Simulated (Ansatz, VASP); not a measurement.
# GaSi2S2: VASP beside Ansatz

```
Ga Si S
1.0
     2.74960   -2.78432    0.00000
     2.74960    2.78432    0.00000
     0.00000    0.00000    6.45780
Ga Si S
1 2 2
Direct
  0.50000 0.50000 0.00000
  0.00000 0.50000 0.50000
  0.50000 0.00000 0.50000
  0.00000 0.00000 0.50000
  0.00000 0.00000 0.00000
```

Alike in both runs: task relaxation of cell and atoms; functional PBE; k mesh 4 × 4 × 3; occupations gaussian, width 0.2 eV; no spin polarisation.

|  | VASP | Ansatz |
| --- | --- | --- |
| version | VASP 6.6.1 | Ansatz 0.2.0 |
| potentials or method | VASP PAW PBE potentials, release 64 (Ga_d, Si, S), cutoff 500 eV | scalar-relativistic, plane waves, PAW |
| valence electrons in the cell | 33 | 33 |

Ansatz gave:

| Property | Result |
| --- | --- |
| gap on the k mesh at the Fermi level, each at its own relaxed structure (eV) | none |
| relaxed volume (Å³/atom) | 23.01 |
| relaxed cell length with the largest relative difference (Å) | 5.799 |

What did VASP give for the same quantities?

gap on the k mesh at the Fermi level, each at its own relaxed structure (eV): none; relaxed volume (Å³/atom): 20.09; relaxed cell length with the largest relative difference (Å): 5.020.

A gap of «none» marks a metal or a gap that the smearing closes. One of these differences is far larger than is usual between the two programs; its cause wasn't traced.

The k mesh is coarse, so the values compare programs but aren't converged.
